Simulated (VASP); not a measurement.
# Sb (Pm-3m) in VASP: relaxation of cell and atoms with PBEsol

Aim: the relaxation of cell and atoms of Sb with PBEsol.

Program: VASP 6.6.1. These are calculated values, not measurements. Logs are shortened: lines on timing, memory, paths and dates and some standing lists are left out, and cuts for length are marked.

### Step 1. The cell of the first run

Symmetry: Pm-3m, No. 221, cubic system. Conventional cell: a = 3.083 Å, b = 3.083 Å, c = 3.083 Å, α = 90.00°, β = 90.00°, γ = 90.00°. Sb (site symmetry m-3m) has 6 Sb at 3.08 Å within 4.1 Å.

### Step 2. Relaxation of cell and atoms, PBEsol

Contents of INCAR:

```
PREC     = Accurate       # precision mode
ENCUT    = 600            # plane-wave cutoff, eV
EDIFF    = 1E-6           # SCF threshold, eV
ISMEAR   = 0              # smearing method
SIGMA    = 0.1            # smearing width, eV
LREAL    = F              # projectors in reciprocal space
LASPH    = T              # aspherical terms in the spheres
NELM     = 80             # most SCF steps
ALGO     = Normal         # electronic algorithm
ISIF     = 3              # what is computed and relaxed
LWAVE    = F              # write WAVECAR
LCHARG   = F              # write CHGCAR
GGA      = PS             # functional
IBRION   = 2              # ionic algorithm
NSW      = 100            # ionic steps
EDIFFG   = -0.002         # ionic threshold
```

Contents of KPOINTS:

```
regular mesh
0
Gamma
  14 14 14
```

Contents of POSCAR:

```
Sb
1.0
    3.0833436100      0.0000000000      0.0000000000
    0.0000000000      3.0833436100      0.0000000000
    0.0000000000      0.0000000000      3.0833436100
Sb
1
Direct
    0.0000000000      0.0000000000      0.0000000000
```

Potentials or basis: VASP PAW PBE potentials, release 64 (Sb).

Started as:

```console
$ cat potpaw_PBE.64/Sb/POTCAR > POTCAR
$ mpirun -np 1 vasp_std > vasp.out
```

OUTCAR:

```text
PREC = Accurate
   ENCUT = 600
   EDIFF = 1E-6
   ISMEAR = 0
   LREAL = F
   LASPH = T
   NELM = 80
   ISIF = 3
   GGA = PS
   IBRION = 2
   NSW = 100
   EDIFFG = -0.002

 ion  position               nearest neighbor table
   1  0.000  0.000  0.000-

  LATTYP: Found a simple cubic cell.
 ALAT       =     3.0833436100

  Lattice vectors:

 A1 = (   3.0833436100,   0.0000000000,   0.0000000000)
 A2 = (   0.0000000000,   3.0833436100,   0.0000000000)
 A3 = (   0.0000000000,   0.0000000000,   3.0833436100)

Analysis of symmetry for initial positions (statically):
=====================================================================
 Subroutine PRICEL returns:
 Original cell was already a primitive cell.

 Routine SETGRP: Setting up the symmetry group for a
 simple cubic supercell.

 Subroutine GETGRP returns: Found 48 space group operations
 (whereof 48 operations were pure point group operations)
 out of a pool of 48 trial point group operations.

The static configuration has the point symmetry O_h .

Analysis of symmetry for dynamics (positions and initial velocities):
=====================================================================
 Subroutine PRICEL returns:
 Original cell was already a primitive cell.

 Routine SETGRP: Setting up the symmetry group for a
 simple cubic supercell.

 Subroutine GETGRP returns: Found 48 space group operations
 (whereof 48 operations were pure point group operations)
 out of a pool of 48 trial point group operations.

The dynamic configuration has the point symmetry O_h .

 Subroutine INISYM returns: Found 48 space group operations
 (whereof 48 operations are pure point group operations),
 and found     1 'primitive' translations

----------------------------------------------------------------------------------------

                                     Primitive cell

  volume of cell :      29.3134

  direct lattice vectors                    reciprocal lattice vectors
     3.083343610  0.000000000  0.000000000     0.324323243  0.000000000  0.000000000
     0.000000000  3.083343610  0.000000000     0.000000000  0.324323243  0.000000000
     0.000000000  0.000000000  3.083343610     0.000000000  0.000000000  0.324323243

  length of vectors
     3.083343610  3.083343610  3.083343610     0.324323243  0.324323243  0.324323243

  position of ions in fractional coordinates (direct lattice)
     0.000000000  0.000000000  0.000000000
[... 83 lines left out ...]
   ISYM   =      2    0-nonsym 1-usesym 2-fastsym
   POTIM  = 0.5000    time-step for ionic-motion
   TEBEG  =    0.0;   TEEND  =   0.0 temperature during run
   PSTRESS=    0.0 pullay stress
   NELECT =       5.0000    total number of electrons
   NUPDOWN=      -1.0000    fix difference up-down
   EMIN   =  10.00;   EMAX   =-10.00  energy-range for DOS
   EFERMI =   0.00;   METHOD = LEGACY
   ISMEAR =     0;   SIGMA  =   0.10  broadening in eV -4-tet -1-fermi 0-gaus
   EFERMI_NEDOS =   21; number of points for ismear=-14 and -15
   IALGO  =     38    algorithm
   IMIX   =      4    mixing-type and parameters
     AMIX     =   0.40;   BMIX     =  1.00
     AMIX_MAG =   1.60;   BMIX_MAG =  1.00
  volume/ion in A,a.u.               =      29.31       197.82
  Fermi-wavevector in a.u.,A,eV,Ry     =   0.907910  1.715702 11.215296  0.824301
  Thomas-Fermi vector in A             =   2.031774
   LORBIT       =      0    0 simple, 1 ext, 2 COOP (PROOUT), +10 PAW based schemes
   GGA     = PS    functional components
   LHFCALC =     F    Hartree Fock is set to
   AEXX    =    0.0000 exact exchange contribution
   IVDW    =     0    specifies the selected vdW correction
   LEPSILON=     F    determine dielectric tensor
   LRPA    =     F    only Hartree local field effects (RPA)
 conjugate gradient relaxation of ions
 non-spin polarized calculation
 Gauss-broadening in eV      SIGMA  =   0.10
  energy-cutoff  :      600.00
  volume of cell :       29.31
 maximum number of plane-waves:       996
 NGX is ok and might be reduce to    28
   NGX = 13   NGY = 13   NGZ = 13

--------------------------------------- Ionic step        1  -------------------------------------------

 number of electron       4.9999999 magnetization

 Free energy of the ion-electron system (eV)
  ---------------------------------------------------
  ext. energy  EPLUGINS =         0.00000000
  ---------------------------------------------------
  free energy    TOTEN  =        -4.53528035 eV

  energy without entropy =       -4.53139668  energy(sigma->0) =       -4.53333852

------------------------ aborting loop because EDIFF is reached ----------------------------------------

  FORCE on cell =-STRESS in cart. coord.  units (eV):
  Direction    XX          YY          ZZ          XY          YZ          ZX
  --------------------------------------------------------------------------------------
  -------------------------------------------------------------------------------------
  Total       -0.2092667     -0.2092667     -0.2092667      0.0000000     -0.0000000      0.0000000
  in kB      -11.4378635    -11.4378635    -11.4378635      0.0000000     -0.0000000      0.0000000
  external PRESSURE =     -11.4378635 kB  Pullay stress =       0.0000000 kB
[... 57 lines left out ...]
--------------------------------------- Ionic step        3  -------------------------------------------

 number of electron       5.0000000 magnetization

 Free energy of the ion-electron system (eV)
  ---------------------------------------------------
  ext. energy  EPLUGINS =         0.00000000
  ---------------------------------------------------
  free energy    TOTEN  =        -4.53734712 eV

  energy without entropy =       -4.53356421  energy(sigma->0) =       -4.53545567

 E-fermi :   7.4033     XC(G=0):  -9.9093

 val. band max:        7.3938275121   @ k =   0.2857   0.2143   0.0000
 cond. band min:       7.4475238888   @ k =   0.5000   0.2857   0.2143
 fundamental gap:      0.0536963767
 Fermi energy:         7.4032504932

 k-point     1 :       0.0000    0.0000    0.0000
  band No.  band energies     occupation
      1      -5.2305      2.00000
      2      10.8159      0.00000
      3      10.8159      0.00000
      4      10.8159      0.00000
      5      14.4497      0.00000
      6      14.4497      0.00000
[... 199 lines left out ...]
 k-point    24 :       0.3571    0.2143    0.0000
  band No.  band energies     occupation
      1      -2.7790      2.00000
      2       3.7476      2.00000
      3       7.9071      0.00000
      4      13.0729      0.00000
      5      14.5195      0.00000
      6      17.1021      0.00000

 [... further k-points ...]
[... 5 lines left out ...]
  --------------------------------------------------------------------------------------
  -------------------------------------------------------------------------------------
  Total        0.0009096      0.0009096      0.0009096      0.0000000     -0.0000000      0.0000000
  in kB        0.0506953      0.0506953      0.0506953      0.0000000     -0.0000000      0.0000000
  external PRESSURE =       0.0506953 kB  Pullay stress =       0.0000000 kB
[... 16 lines left out ...]
  FREE ENERGIE OF THE ION-ELECTRON SYSTEM (eV)
  ---------------------------------------------------
  free  energy   TOTEN  =        -4.5373471222 eV

  energy  without entropy=       -4.5335642081  energy(sigma->0) =       -4.53545567

 reached required accuracy - stopping structural energy minimisation
```

Wall time 36 s (1 thread of AMD EPYC 7R43 (Zen 3), shared host); peak memory 0.15 GiB.

What came out:

* Free energy: -4.5373 eV
* Relaxed volume: 28.75 Å³/atom
* Relaxed cell: a = 3.063 Å, b = 3.063 Å, c = 3.063 Å, α = 90.00°, β = 90.00°, γ = 90.00°
* Space group after relaxing (to 0.05 Å): Pm-3m (No. 221)
* Energy gained by relaxing: 2.1 meV/atom
* Ionic steps: 3
* Pressure after relaxing: 0.0 GPa

Step by step:
```tsv
step	energy change (eV)	largest force (eV/Å)	pressure (GPa)	volume (Å³)
1	0.0000	0.0000	-1.14	29.31
2	-0.0014	0.0000	0.69	28.43
3	-0.0021	0.0000	0.01	28.75
```

Final structure:
```xyz
1
Lattice="3.0633 0.0000 0.0000 0.0000 3.0633 0.0000 0.0000 0.0000 3.0633" Properties=species:S:1:pos:R:3 pbc="T T T"
Sb    0.0000    0.0000    0.0000
```

Levels at points of the mesh, in eV from the Fermi level:
```csv
k point,band 1,band 2,band 3,band 4,band 5,band 6
"(0.00, 0.00, 0.00)",-12.63,3.41,3.41,3.41,7.05,7.05
"(0.50, 0.00, 0.00)",-10.07,-5.80,5.55,5.55,9.23,10.68
"(0.50, 0.50, 0.00)",-7.34,-3.65,-3.65,2.04,7.74,13.26
"(0.50, 0.50, 0.50)",-4.27,-1.62,-1.62,-1.62,4.82,4.82
```

Caveat: the PAW data sets were made with another functional, which shifts forces and pressure a little; spin-orbit coupling is left out, which moves the levels of the heavy elements.
